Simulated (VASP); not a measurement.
# NiGe: single point with r2SCAN

NiGe:

```xyz
4
Lattice="0.0000 2.9766 2.9766 2.9766 0.0000 2.9766 2.9766 2.9766 0.0000" Properties=species:S:1:pos:R:3 pbc="T T T"
Ni    0.0000    0.0000    0.0000
Ni    1.4883    1.4883    1.4883
Ge    2.9766    2.9766    2.9766
Ge    4.4649    4.4649    4.4649
```

```
Program                : VASP 6.6.1
Task                   : single point
Functional             : r2SCAN
Potentials or basis    : VASP PAW PBE potentials, release 64 (Ni, Ge_d)
Cutoff                 : 520 eV
k mesh                 : 14 × 14 × 14
Occupations            : gaussian, width 0.1 eV
Spin                   : no spin polarisation
Dipole correction      : no
Further INCAR settings : ALGO = Normal; EDIFF = 1e-06; NBANDS = 32
```

- Pressure: 0.0 GPa
- Band gap on the k mesh: zero (band 24 reaches 9.96 eV, above the bottom of band 25 at 9.06 eV)

Levels at points of the mesh, in eV from the Fermi level:
```tsv
k point	band 21	band 22	band 23	band 24	band 25	band 26	band 27	band 28
(0.00, 0.00, 0.00)	-1.17	-1.17	0.23	0.23	0.23	2.14	2.25	2.25
(0.50, 0.00, 0.00)	-1.44	-1.44	-0.84	0.51	0.51	0.89	0.89	4.22
(0.50, 0.50, 0.00)	-1.43	-1.43	-1.41	-1.41	0.16	0.16	7.36	7.36
```

Run time: 4 min on 1 thread of Intel(R) Xeon(R) 6975P-C (Granite Rapids), with other jobs on the host, peak memory 0.28 GiB.

Caveat: the PAW data sets were made with another functional, which shifts forces and pressure a little. Spin polarisation is off, so any magnetic state and its effect on volume and gap are missing.
